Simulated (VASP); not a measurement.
# C (P6_3/mmc) in VASP: further runs

The runs below take C through relaxation of cell and atoms, with LDA.

Everything below comes from runs of VASP 6.6.1. Logs are shortened: lines on timing, memory, paths and dates and some standing lists are left out, and cuts for length are marked.

## (1) The cell of the first run

It takes space group P6_3/mmc (No. 194, hexagonal). The conventional cell has a = 2.120 Å, b = 2.120 Å, c = 3.462 Å, α = 90.00°, β = 90.00°, γ = 120.00°. C (site symmetry -6m2) has 12 C at 2.12 Å within 2.8 Å.

## (2) Relaxation of cell and atoms, LDA

Input file INCAR:

```
  PREC = Accurate
  ENCUT = 600
  EDIFF = 1E-6
  ISMEAR = 0
  SIGMA = 0.1
  LREAL = False
  LASPH = True
  NELM = 100
  ALGO = Normal
  ISIF = 3
  LWAVE = False
  LCHARG = False
  GGA = CA
  IBRION = 2
  NSW = 80
  EDIFFG = -0.03
```

Input file KPOINTS:

```
regular mesh
0
Gamma
  23 23 13
```

Input file POSCAR:

```
C
1.0
    2.1200000000      0.0000000000      0.0000000000
   -1.0600000000      1.8359738560      0.0000000000
    0.0000000000      0.0000000000      3.4619600000
C
2
Direct
    0.3333333333      0.6666666667      0.2500000000
    0.6666666667      0.3333333333      0.7500000000
```

Potentials or basis: VASP PAW LDA potentials, release 64 (C).

Command:

```
cat potpaw_LDA.64/C/POTCAR > POTCAR
mpirun -np 1 vasp_std > vasp.out
```

OUTCAR:

```text
PREC = Accurate
   ENCUT = 600
   EDIFF = 1E-6
   ISMEAR = 0
   LREAL = False
   LASPH = True
   NELM = 100
   ISIF = 3
   GGA = CA
   IBRION = 2
   NSW = 80
   EDIFFG = -0.03

 ion  position               nearest neighbor table
   1  0.333  0.667  0.250-
   2  0.667  0.333  0.750-

  LATTYP: Found a hexagonal cell.
 ALAT       =     2.1200000000
 C/A-ratio  =     1.6330000000

  Lattice vectors:

 A1 = (   2.1200000000,   0.0000000000,   0.0000000000)
 A2 = (  -1.0600000000,   1.8359738560,   0.0000000000)
 A3 = (   0.0000000000,   0.0000000000,   3.4619600000)

Analysis of symmetry for initial positions (statically):
=====================================================================
 Subroutine PRICEL returns:
 Original cell was already a primitive cell.

 Routine SETGRP: Setting up the symmetry group for a
 hexagonal supercell.

 Subroutine GETGRP returns: Found 24 space group operations
 (whereof 12 operations were pure point group operations)
 out of a pool of 24 trial point group operations.

The static configuration has the point symmetry D_3d.
 The point group associated with its full space group is D_6h.

Analysis of symmetry for dynamics (positions and initial velocities):
=====================================================================
 Subroutine PRICEL returns:
 Original cell was already a primitive cell.

 Routine SETGRP: Setting up the symmetry group for a
 hexagonal supercell.

 Subroutine GETGRP returns: Found 24 space group operations
 (whereof 12 operations were pure point group operations)
 out of a pool of 24 trial point group operations.

The dynamic configuration has the point symmetry D_3d.
 The point group associated with its full space group is D_6h.

 Subroutine INISYM returns: Found 24 space group operations
 (whereof 12 operations are pure point group operations),
 and found     1 'primitive' translations

----------------------------------------------------------------------------------------

                                     Primitive cell

  volume of cell :      13.4749

  direct lattice vectors                    reciprocal lattice vectors
     2.120000000  0.000000000  0.000000000     0.471698113  0.272335033  0.000000000
    -1.060000000  1.835973856  0.000000000     0.000000000  0.544670065  0.000000000
     0.000000000  0.000000000  3.461960000     0.000000000  0.000000000  0.288853713

  length of vectors
     2.120000000  2.120000000  3.461960000     0.544670065  0.544670065  0.288853713

  position of ions in fractional coordinates (direct lattice)
     0.333333333  0.666666667  0.250000000
     0.666666667  0.333333333  0.750000000

  ion indices of the primitive-cell ions
[... 103 lines left out ...]
   IVDW    =     0    specifies the selected vdW correction
   LEPSILON=     F    determine dielectric tensor
   LRPA    =     F    only Hartree local field effects (RPA)
 conjugate gradient relaxation of ions
 non-spin polarized calculation
 Gauss-broadening in eV      SIGMA  =   0.10
  energy-cutoff  :      600.00
  volume of cell :       13.47
 maximum number of plane-waves:       470
 NGX is ok and might be reduce to    18
   NGX =  9   NGY =  9   NGZ = 13

--------------------------------------- Ionic step        1  -------------------------------------------

 number of electron       8.0000000 magnetization

 Free energy of the ion-electron system (eV)
  ---------------------------------------------------
  ext. energy  EPLUGINS =         0.00000000
  ---------------------------------------------------
  free energy    TOTEN  =       -11.23477624 eV

  energy without entropy =      -11.23114603  energy(sigma->0) =      -11.23296114

------------------------ aborting loop because EDIFF is reached ----------------------------------------

  FORCE on cell =-STRESS in cart. coord.  units (eV):
  Direction    XX          YY          ZZ          XY          YZ          ZX
  --------------------------------------------------------------------------------------
  -------------------------------------------------------------------------------------
  Total       -0.7870068     -0.7870068     -0.2196958      0.0000000      0.0000000     -0.0000000
  in kB      -93.5760421    -93.5760421    -26.1220861      0.0000000      0.0000000     -0.0000000
  external PRESSURE =     -71.0913901 kB  Pullay stress =       0.0000000 kB
[... 89 lines left out ...]
  FREE ENERGIE OF THE ION-ELECTRON SYSTEM (eV)
  ---------------------------------------------------
  free  energy   TOTEN  =       -11.2521643677 eV

  energy  without entropy=      -11.2492752700  energy(sigma->0) =      -11.25071982

 E-fermi :  10.4071     XC(G=0): -13.0571

 val. band max:       10.3730536355   @ k =   0.4348   0.0000   0.0000
 cond. band min:      10.4174860803   @ k =   0.3043   0.1304   0.3077
 fundamental gap:      0.0444324449
 Fermi energy:        10.4071466521

 k-point     1 :       0.0000    0.0000    0.0000
  band No.  band energies     occupation
      1     -14.2100      2.00000
      2     -13.2037      2.00000
      3      -2.5425      2.00000
      4       2.1650      2.00000
      5      14.2110      0.00000
      6      26.3707      0.00000
      7      30.2563      0.00000
      8      35.9136      0.00000
[... 243 lines left out ...]
 k-point    24 :       0.0870    0.0870    0.0000
  band No.  band energies     occupation
      1     -12.9186      2.00000
      2     -11.9752      2.00000
      3      -0.8620      2.00000
      4       3.7528      2.00000
      5      15.4378      0.00000
      6      25.9655      0.00000
      7      27.1345      0.00000
      8      27.2400      0.00000

 [... further k-points ...]

[... ionic steps 4 to 14 ...]

--------------------------------------- Ionic step       15  -------------------------------------------

 number of electron       7.9999999 magnetization

------------------------ aborting loop because EDIFF is reached ----------------------------------------
[... 67 lines left out ...]
--------------------------------------- Ionic step       17  -------------------------------------------

 number of electron       8.0000001 magnetization

 Free energy of the ion-electron system (eV)
  ---------------------------------------------------
  ext. energy  EPLUGINS =         0.00000000
  ---------------------------------------------------
  free energy    TOTEN  =       -12.14970741 eV

  energy without entropy =      -12.14785654  energy(sigma->0) =      -12.14878197

 E-fermi :   9.3766     XC(G=0): -12.9272

 val. band max:        9.3750306726   @ k =   0.3913   0.0870   0.1538
 cond. band min:       9.3892524203   @ k =   0.3478   0.0870   0.4615
 fundamental gap:      0.0142217476
 Fermi energy:         9.3765732023

 k-point     1 :       0.0000    0.0000    0.0000
  band No.  band energies     occupation
      1     -13.2801      2.00000
      2     -11.7901      2.00000
      3      -2.3444      2.00000
      4       3.6922      2.00000
      5      15.4537      0.00000
      6      25.8439      0.00000
      7      25.8439      0.00000
      8      25.9090      0.00000
[... 282 lines left out ...]
  FREE ENERGIE OF THE ION-ELECTRON SYSTEM (eV)
  ---------------------------------------------------
  free  energy   TOTEN  =       -12.1497074102 eV

  energy  without entropy=      -12.1478565386  energy(sigma->0) =      -12.14878197

 reached required accuracy - stopping structural energy minimisation
```

Wall time 6.5 min (1 thread of Intel Xeon Platinum 8488C (Sapphire Rapids), shared host); peak memory 0.15 GiB.

Results:

```
Free energy                            : -12.1497 eV
Relaxed volume                         : 6.48 Å³/atom
Relaxed cell                           : a = 1.690 Å, b = 1.690 Å, c = 5.240 Å, α = 90.00°, β = 90.00°, γ = 120.00°
Space group after relaxing (to 0.05 Å) : P6_3/mmc (No. 194)
Energy gained by relaxing              : 457.5 meV/atom
Ionic steps                            : 17
Pressure after relaxing                : -0.1 GPa
Band gap on the k mesh                 : zero (band 4 reaches 11.16 eV, above the bottom of band 5 at 8.08 eV)
```

The path:
| step | energy change (eV) | largest force (eV/Å) | pressure (GPa) | volume (Å³) |
| --- | --- | --- | --- | --- |
| 1 | 0.0000 | 0.0000 | -7.11 | 13.47 |
| 2 | -0.0173 | 0.0000 | 0.49 | 12.90 |
| 3 | -0.0174 | 0.0000 | 1.02 | 12.86 |
| 4 | -0.0211 | 0.0000 | 0.94 | 12.89 |
| 5 | -0.0388 | 0.0000 | 0.15 | 12.95 |
| 6 | -0.0949 | 0.0000 | -0.94 | 13.04 |
| 7 | -0.2422 | 0.0000 | -2.58 | 13.12 |
| 8 | -0.6358 | 0.0000 | -4.13 | 12.90 |
| 9 | 2.1616 | 0.0000 | 171.77 | 11.19 |
| 10 | -0.8098 | 0.0000 | -3.57 | 12.74 |
| 11 | -0.5246 | 0.0000 | 49.65 | 12.09 |
| 12 | -0.9014 | 0.0000 | 5.84 | 12.57 |
| 13 | -0.9004 | 0.0000 | 10.68 | 12.50 |
| 14 | -0.9069 | 0.0000 | -5.75 | 13.15 |
| 15 | -0.9136 | 0.0000 | 0.65 | 12.88 |
| 16 | -0.9149 | 0.0000 | 0.12 | 12.95 |
| 17 | -0.9149 | 0.0000 | -0.05 | 12.97 |

Final structure:
```
C
1.0
     1.69034    0.00000    0.00000
    -0.84517    1.46387    0.00000
     0.00000    0.00000    5.24049
C
2
Direct
  0.33333 0.66667 0.25000
  0.66667 0.33333 0.75000
```

## (3) Relaxation of cell and atoms, LDA, target pressure 5 GPa, at which the enthalpy is minimised

Input file INCAR:

```
SYSTEM = C
  PREC = Accurate
  ENCUT = 600
  EDIFF = 1E-6
  ISMEAR = 0
  SIGMA = 0.1
  LREAL = .False.
  LASPH = .True.
  NELM = 60
  ALGO = Normal
  ISIF = 3
  LWAVE = .False.
  LCHARG = .False.
  GGA = CA
  IBRION = 2
  NSW = 80
  EDIFFG = -0.03
  PSTRESS = 50.0
```

Input file KPOINTS:

```
Automatic mesh
0
Gamma
  23 23 13
  0 0 0
```

POSCAR is that of step 2.

Potentials or basis: VASP PAW LDA potentials, release 64 (C).

Command:

```
cat potpaw_LDA.64/C/POTCAR > POTCAR
mpirun -np 1 vasp_std > vasp.out
```

Run time: 8.2 min. Hardware: 1 thread of Intel Xeon Platinum 8488C (Sapphire Rapids), shared host; peak memory 0.15 GiB.

Results (log left out):

* Free energy: -12.1458 eV
* Relaxed volume: 6.35 Å³/atom
* Relaxed cell: a = 1.682 Å, b = 1.682 Å, c = 5.185 Å, α = 90.00°, β = 90.00°, γ = 120.00°
* Space group after relaxing (to 0.05 Å): P6_3/mmc (No. 194)
* Energy change on relaxing (the enthalpy is what falls): -455.5 meV/atom
* Ionic steps: 17
* Pressure after relaxing: 5.0 GPa
* Band gap on the k mesh: zero (band 4 reaches 11.51 eV, above the bottom of band 5 at 8.26 eV)

Stress tensor (GPa, compression positive):
```
5.08 0.00 0.00
0.00 5.08 0.00
0.00 0.00 4.97
```

Step by step:
| step | energy change (eV) | largest force (eV/Å) | pressure (GPa) | volume (Å³) |
| --- | --- | --- | --- | --- |
| 1 | 0.0000 | 0.0000 | -7.11 | 13.47 |
| 2 | -0.0090 | 0.0000 | 6.40 | 12.51 |
| 3 | -0.0108 | 0.0000 | 5.57 | 12.56 |
| 4 | -0.0133 | 0.0000 | 5.52 | 12.57 |
| 5 | -0.0242 | 0.0000 | 5.23 | 12.61 |
| 6 | -0.0679 | 0.0000 | 4.30 | 12.68 |
| 7 | -0.1707 | 0.0000 | 2.97 | 12.75 |
| 8 | -0.3879 | 0.0000 | 2.99 | 12.68 |
| 9 | -0.5706 | 0.0000 | 53.61 | 11.77 |
| 10 | -0.5885 | 0.0000 | 0.72 | 12.52 |
| 11 | -0.8658 | 0.0000 | 12.04 | 12.21 |
| 12 | -0.8502 | 0.0000 | 24.24 | 12.06 |
| 13 | -0.8693 | 0.0000 | 18.41 | 12.13 |
| 14 | -0.9016 | 0.0000 | 7.27 | 12.53 |
| 15 | -0.9051 | 0.0000 | 4.97 | 12.63 |
| 16 | -0.9092 | 0.0000 | 5.00 | 12.67 |
| 17 | -0.9110 | 0.0000 | 5.05 | 12.71 |

Final structure:
```yaml
crystal:
  lattice:
    - [1.68239, 0.00000, 0.00000]
    - [-0.84120, 1.45700, 0.00000]
    - [0.00000, 0.00000, 5.18491]
  atoms:
    - { symbol: C, position: [0.33333, 0.66667, 0.25000] }
    - { symbol: C, position: [0.66667, 0.33333, 0.75000] }
```

Levels at points of the mesh, in eV from the Fermi level:
| k point | band 1 | band 2 | band 3 | band 4 | band 5 | band 6 | band 7 | band 8 |
| --- | --- | --- | --- | --- | --- | --- | --- | --- |
| (0.00, 0.00, 0.00) | -22.87 | -21.30 | -11.95 | -5.68 | 6.20 | 16.72 | 16.72 | 19.67 |

Caveat: the cell is relaxed towards a set pressure, so the enthalpy falls and the energy may rise.

## (4) Relaxation of cell and atoms, LDA, target pressure 10 GPa, at which the enthalpy is minimised

Input file INCAR:

```
SYSTEM = C
PREC = Accurate
ENCUT = 600
EDIFF = 1E-6
ISMEAR = 0
SIGMA = 0.1
LREAL = .FALSE.
LASPH = .TRUE.
NELM = 60
ALGO = Normal
ISIF = 3
LWAVE = .FALSE.
LCHARG = .FALSE.
IBRION = 2
NSW = 80
EDIFFG = -0.03
PSTRESS = 100.0
```

Input file KPOINTS:

```
Automatic mesh
0
G
  23 23 13
  0 0 0
```

POSCAR is that of step 3.

Command:

```
cat potpaw_LDA.64/C/POTCAR > POTCAR
mpirun -np 1 vasp_std > vasp.out
```

Wall time 8.3 min (1 thread of Intel Xeon Platinum 8488C (Sapphire Rapids), shared host); peak memory 0.15 GiB.

The run converged. Its results:

| Property | Result |
| --- | --- |
| Free energy | -12.1352 eV |
| Relaxed volume | 6.24 Å³/atom |
| Relaxed cell | a = 1.675 Å, b = 1.675 Å, c = 5.136 Å, α = 90.00°, β = 90.00°, γ = 120.00° |
| Space group after relaxing (to 0.05 Å) | P6_3/mmc (No. 194) |
| Energy change on relaxing (the enthalpy is what falls) | -450.2 meV/atom |
| Ionic steps | 19 |
| Pressure after relaxing | 9.9 GPa |
| Band gap on the k mesh | zero (band 4 reaches 11.83 eV, above the bottom of band 5 at 8.43 eV) |

Stress tensor (GPa, compression positive):
```
10.10  0.00  0.00
 0.00 10.10  0.00
 0.00  0.00  9.64
```

Step by step:
```
step  energy change (eV)  largest force (eV/Å)  pressure (GPa)  volume (Å³)
   1              0.0000                0.0000           -7.11        13.47
   2              0.0142                0.0000           13.10        12.12
   3              0.0037                0.0000           10.39        12.27
   4              0.0023                0.0000            9.98        12.29
   5              0.0004                0.0000            9.94        12.30
   6             -0.0072                0.0000            9.93        12.33
   7             -0.0412                0.0000            9.08        12.37
   8             -0.1177                0.0000            7.98        12.43
   9             -0.2899                0.0000            7.71        12.40
  10             -0.8198                0.0000           22.77        11.81
  11             12.2179                0.0000          561.49         9.14
  12             -0.8187                0.0000           25.83        11.78
  13             -0.8111                0.0000           29.77        11.73
  14             -0.8465                0.0000           22.52        11.95
  15             -0.8909                0.0000            8.67        12.42
  16             -0.8871                0.0000           10.54        12.35
  17             -0.8913                0.0000           10.33        12.39
  18             -0.8987                0.0000           10.10        12.46
  19             -0.9004                0.0000            9.95        12.48
```

Final structure:
```
CELL_PARAMETERS angstrom
1.67505 0.00000 0.00000
-0.83752 1.45063 0.00000
0.00000 0.00000 5.13649
ATOMIC_POSITIONS crystal
C 0.33333 0.66667 0.25000
C 0.66667 0.33333 0.75000
```

Levels at points of the mesh, in eV from the Fermi level:
| k point | band 1 | band 2 | band 3 | band 4 | band 5 | band 6 | band 7 | band 8 |
| --- | --- | --- | --- | --- | --- | --- | --- | --- |
| (0.00, 0.00, 0.00) | -23.08 | -21.42 | -12.16 | -5.68 | 6.31 | 16.95 | 17.02 | 20.08 |

Caveat: the cell is relaxed towards a set pressure, so the enthalpy falls and the energy may rise.

## (5) Relaxation of cell and atoms, LDA, target pressure 20 GPa, at which the enthalpy is minimised

Input file INCAR:

```
PREC = Accurate ; ENCUT = 600
EDIFF = 1E-6 ; ISMEAR = 0
SIGMA = 0.1 ; LREAL = F
LASPH = T ; NELM = 100
ALGO = Normal ; ISIF = 3
LWAVE = F ; LCHARG = F
IBRION = 2 ; NSW = 80
EDIFFG = -0.03 ; PSTRESS = 200.0
```

Input file KPOINTS:

```
Automatic mesh
0
Gamma
  23 23 13
```

POSCAR is that of step 4.

Command:

```
cat potpaw_LDA.64/C/POTCAR > POTCAR
mpirun -np 1 vasp_std > vasp.out
```

Run time: 9.9 min. Hardware: 1 thread of Intel Xeon Platinum 8488C (Sapphire Rapids), shared host; peak memory 0.14 GiB.

The run converged. Its results:

| Item | Value |
| --- | --- |
| Free energy | -12.0957 eV |
| Relaxed volume | 6.03 Å³/atom |
| Relaxed cell | a = 1.663 Å, b = 1.663 Å, c = 5.037 Å, α = 90.00°, β = 90.00°, γ = 120.00° |
| Space group after relaxing (to 0.05 Å) | P6_3/mmc (No. 194) |
| Energy change on relaxing (the enthalpy is what falls) | -430.5 meV/atom |
| Ionic steps | 23 |
| Pressure after relaxing | 19.9 GPa |
| Band gap on the k mesh | zero (band 4 reaches 12.48 eV, above the bottom of band 5 at 8.73 eV) |

Stress tensor (GPa, compression positive):
```
19.59  0.00  0.00
 0.00 19.59  0.00
 0.00  0.00 20.43
```

The path:
```
step  energy change (eV)  largest force (eV/Å)  pressure (GPa)  volume (Å³)
   1              0.0000                0.0000           -7.11        13.47
   2              0.1120                0.0000           29.62        11.37
   3              0.0513                0.0000           20.26        11.76
   4              0.0473                0.0000           19.54        11.80
   5              0.0460                0.0000           19.49        11.80
   6              0.0413                0.0000           19.47        11.82
   7              0.0211                0.0000           19.20        11.84
   8             -0.0314                0.0000           19.23        11.87
   9             -0.1679                0.0000           18.95        11.83
  10             -0.5007                0.0000           18.23        11.47
  11              3.1675                0.0000          271.47         9.77
  12             -0.6481                0.0000           28.00        11.29
  13             -0.4506                0.0000           77.17        10.84
  14             -0.6716                0.0000           44.90        11.12
  15             -0.6597                0.0000           48.56        11.08
  16             -0.6913                0.0000           44.03        11.19
  17             -0.7688                0.0000           31.50        11.52
  18             -0.8515                0.0000            9.71        12.20
  19             -0.8201                0.0000           20.55        11.85
  20             -0.8263                0.0000           20.45        11.87
  21             -0.8427                0.0000           20.40        11.95
  22             -0.8655                0.0000           19.82        12.10
  23             -0.8610                0.0000           19.87        12.06
```

Final structure:
```xyz
2
Lattice="1.6626 0.0000 0.0000 -0.8313 1.4399 0.0000 0.0000 0.0000 5.0365" Properties=species:S:1:pos:R:3 pbc="T T T"
C     0.0000    0.9599    1.2591
C     0.8313    0.4800    3.7774
```

Levels at points of the mesh, in eV from the Fermi level:
```
           k point  band 1  band 2  band 3  band 4  band 5  band 6  band 7  band 8
(0.00, 0.00, 0.00)  -23.46  -21.62  -12.57   -5.63    6.59   17.34   17.34   17.42
```

Caveat: the cell is relaxed towards a set pressure, so the enthalpy falls and the energy may rise.

## (6) Overview

```csv
cell,gap on the mesh (eV),pressure (GPa)
relaxed,none,-0.1
relaxed to 5 GPa,none,5.0
relaxed to 10 GPa,none,9.9
relaxed to 20 GPa,none,19.9
```

Alike in all rows: task relaxation of cell and atoms; level LDA; potentials or basis VASP PAW LDA potentials, release 64 (C); no spin polarisation; k mesh 23 × 23 × 13; cutoff (eV) 600; smearing gaussian 0.1 eV.

Caveats: the cell is relaxed towards a set pressure, so the enthalpy falls and the energy may rise (some runs).

Absolute energies hang on the potentials; compare differences alone.
